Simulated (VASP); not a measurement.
Input of a VASP 6.6.1 run:

Contents of INCAR:

```
  ALGO = Fast
  EDIFF = 1E-6
  ENCUT = 520
  GGA = PE
  ISIF = 2
  ISMEAR = 0
  LASPH = T
  LCHARG = T
  LELF = T
  LREAL = F
  LVHAR = T
  LWAVE = F
  NBANDS = 43
  NELM = 80
  PREC = Accurate
  SIGMA = 0.1
```

KPOINTS

```
k-points
0
Gamma
  4 4 4
```

Contents of POSCAR:

```
Hf2Pb
1.0
    4.1612801200      0.0000000000      0.0000000000
    0.0000000000      4.1612801200      0.0000000000
    0.0000000000      0.0000000000      6.8528606900
Hf Pb
4 2
Direct
    0.0000000000      0.0000000000      0.0000000000
    0.5000000000      0.5000000000      0.0000000000
    0.0000000000      0.5000000000      0.3300000100
    0.5000000000      0.0000000000      0.6699999900
    0.0000000000      0.5000000000      0.7350000100
    0.5000000000      0.0000000000      0.2649999900
```

Potentials or basis: VASP PAW PBE potentials, release 64 (Hf_pv, Pb_d).

Command:

```console
$ cat potpaw_PBE.64/Hf_pv/POTCAR potpaw_PBE.64/Pb_d/POTCAR > POTCAR
$ mpirun -np 1 vasp_std > vasp.out
```

Task: Estimate the largest force.

Result: 2.916 eV/Å.

Task: What does it give for the band gap on the k mesh?

Result: Zero (bands 34 and 35 overlap by 0.53 eV).

Task: Predict the pressure.

Result: 31.8 GPa.

Forces in eV/Å, atoms in the order of the input:
```
Hf   0.000  0.000  0.000
Hf   0.000  0.000  0.000
Hf   0.000  0.000  0.371
Hf   0.000  0.000 -0.371
Pb   0.000  0.000 -2.916
Pb   0.000  0.000  2.916
```

Caveat: the k points lie up to 0.38 Å⁻¹ apart, too coarse for converged energies and pressures of a metal; spin-orbit coupling is left out, which moves the levels of the heavy elements; forces of over 1 eV/Å act on the atoms, so gaps and moduli don't describe the material at rest.
